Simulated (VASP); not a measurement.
Here is a VASP 6.6.1 calculation.

Contents of INCAR:

```
PREC = Accurate
ENCUT = 520
EDIFF = 1E-6
ISMEAR = -1
SIGMA = 0.1
LREAL = False
LASPH = True
NELM = 80
ALGO = Normal
ISIF = 2
LWAVE = False
LCHARG = True
GGA = CA
LELF = True
LVHAR = True
NBANDS = 10
```

File KPOINTS:

```
regular mesh
0
Gamma
  14 14 14
```

The input POSCAR:

```
Br
1.0
    0.0000000000      1.7901855196      1.7901855196
    1.7901855196      0.0000000000      1.7901855196
    1.7901855196      1.7901855196      0.0000000000
Br
1
Direct
    0.0000000000      0.0000000000      0.0000000000
```

Potentials or basis: VASP PAW LDA potentials, release 64 (Br).

Run with:

```sh
$ cat potpaw_LDA.64/Br/POTCAR > POTCAR
$ mpirun -np 1 vasp_std > vasp.out
```

Q: What does it give for the pressure?

A: 170.2 GPa.

Caveat: an odd number of electrons without spin polarisation forces a metal; a magnetic or distorted state may lie lower.
